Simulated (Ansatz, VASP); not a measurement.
## ZrN: VASP beside Ansatz

```
CELL_PARAMETERS angstrom
0.00000 2.23760 2.23760
2.23760 0.00000 2.23760
2.23760 2.23760 0.00000
ATOMIC_POSITIONS crystal
Zr 0.00000 0.00000 0.00000
N 0.50000 0.50000 0.50000
```

Change from the starting cell: volume scaled by 0.94, PAW files.

Alike in both runs: task electric field gradients; functional PBE; k mesh 9 × 9 × 9; occupations fermi-dirac, width 0.01 eV; no spin polarisation.

|  | VASP | Ansatz |
| --- | --- | --- |
| version | VASP 6.6.1 | Ansatz 0.2.0 |
| potentials or method | VASP PAW PBE potentials, release 64 (Zr_sv, N) | PAW with Ansatz's default frozen-core files, scalar-relativistic |
| plane-wave cutoff (eV) | 520 | 420 |
| valence electrons in the cell | 17 | 17 |

Ansatz gave:

* pressure (GPa): 23.4

Which values does VASP return?

Pressure (GPa): 23.7.

With one functional, cell and mesh, what is left measures potentials, basis and numerics.
